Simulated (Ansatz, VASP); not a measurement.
AlGa3N4 in VASP and in Ansatz

Contents of INCAR:

```
SYSTEM = AlGa3N4
PREC = Accurate
ENCUT = 520
EDIFF = 1E-6
ISMEAR = 0
SIGMA = 0.05
LREAL = Auto
LASPH = .True.
NELM = 80
ALGO = Normal
ISIF = 2
LWAVE = .False.
LCHARG = .False.
GGA = PS
NBANDS = 76
```

The input KPOINTS:

```
Automatic mesh
0
Gamma
  8 5 3
  0 0 0
```

The input POSCAR:

```
AlGa3N4
1.0
    0.0000000000     -3.1649847989      0.0000000000
    0.0035856878      0.0000000000     -5.4784941327
   14.7847014275      0.0000000000      0.0031882695
Al Ga N
2 6 8
Direct
    0.5000000000      0.3329472110      0.5882618007
    0.5000000000      0.3327669743      0.2404461499
    0.5000000000      0.6651146318      0.0660212200
    0.5000000000      0.6652948685      0.4138368708
    0.0000000000      0.1684771957      0.0659901538
    0.0000000000      0.1686574324      0.4138058047
    0.0000000000      0.8339439357      0.2401881954
    0.0000000000      0.8341241724      0.5880038463
    0.5000000000      0.6602288793      0.6296745862
    0.5000000000      0.6600486427      0.2818589354
    0.0000000000      0.1739498712      0.6289710337
    0.0000000000      0.1737696346      0.2811553829
    0.0000000000      0.8338397923      0.1082206274
    0.0000000000      0.8340200289      0.4560362782
    0.5000000000      0.3327615186      0.1119731087
    0.5000000000      0.3329417553      0.4597887595
```

Input for Ansatz:

```yaml
crystal:
  lattice:
    - [0.0, -3.1649847989, 0.0]
    - [0.0035856878, 0.0, -5.4784941327]
    - [14.7847014275, 0.0, 0.0031882695]
  atoms:
    - { symbol: Al, position: [0.5, 0.332947211, 0.5882618007] }
    - { symbol: Al, position: [0.5, 0.3327669743, 0.2404461499] }
    - { symbol: Ga, position: [0.5, 0.6651146318, 0.06602122] }
    - { symbol: Ga, position: [0.5, 0.6652948685, 0.4138368708] }
    - { symbol: Ga, position: [0.0, 0.1684771957, 0.0659901538] }
    - { symbol: Ga, position: [0.0, 0.1686574324, 0.4138058047] }
    - { symbol: Ga, position: [0.0, 0.8339439357, 0.2401881954] }
    - { symbol: Ga, position: [0.0, 0.8341241724, 0.5880038463] }
    - { symbol: "N", position: [0.5, 0.6602288793, 0.6296745862] }
    - { symbol: "N", position: [0.5, 0.6600486427, 0.2818589354] }
    - { symbol: "N", position: [0.0, 0.1739498712, 0.6289710337] }
    - { symbol: "N", position: [0.0, 0.1737696346, 0.2811553829] }
    - { symbol: "N", position: [0.0, 0.8338397923, 0.1082206274] }
    - { symbol: "N", position: [0.0, 0.8340200289, 0.4560362782] }
    - { symbol: "N", position: [0.5, 0.3327615186, 0.1119731087] }
    - { symbol: "N", position: [0.5, 0.3329417553, 0.4597887595] }
basis:
  ecutwfc: 420
kpoints:
  mp_grid: { grid: [8, 5, 3] }
hamiltonian:
  xc: pbesol
scf:
  occupations: { method: gaussian, width: 0.05 }
output:
  forces: true
  stress: true
  eigenvalues: true
```

Alike in both runs: task single point; functional PBEsol; k mesh 8 × 5 × 3; occupations gaussian, width 0.05 eV; no spin polarisation.

|  | VASP | Ansatz |
| --- | --- | --- |
| version | VASP 6.6.1 | Ansatz 0.2.0 |
| potentials or method | VASP PAW PBE potentials, release 64 (Al, Ga_d, N), cutoff 520 eV | scalar-relativistic, plane waves, PAW |
| valence electrons in the cell | 124 | 124 |

Ansatz gave:

* gap on the k mesh at the Fermi level (eV): none
* pressure (GPa): -0.5
* traceless stress, the component that is largest in VASP (GPa): 1.66
* rms of the force components (eV/Å): 0.685

Q: Estimate VASP's values.

A: gap on the k mesh at the Fermi level (eV): none; pressure (GPa): -0.6; traceless stress, the component that is largest in VASP (GPa): 1.62; rms of the force components (eV/Å): 0.687.

VASP's potentials were made for PBE, not for PBEsol. Atom by atom the forces differ by 0.006 eV/Å (rms over components). A gap of «none» marks a metal or a gap that the smearing closes. The functional is the same, so the differences come from potentials, cutoffs and numerics.
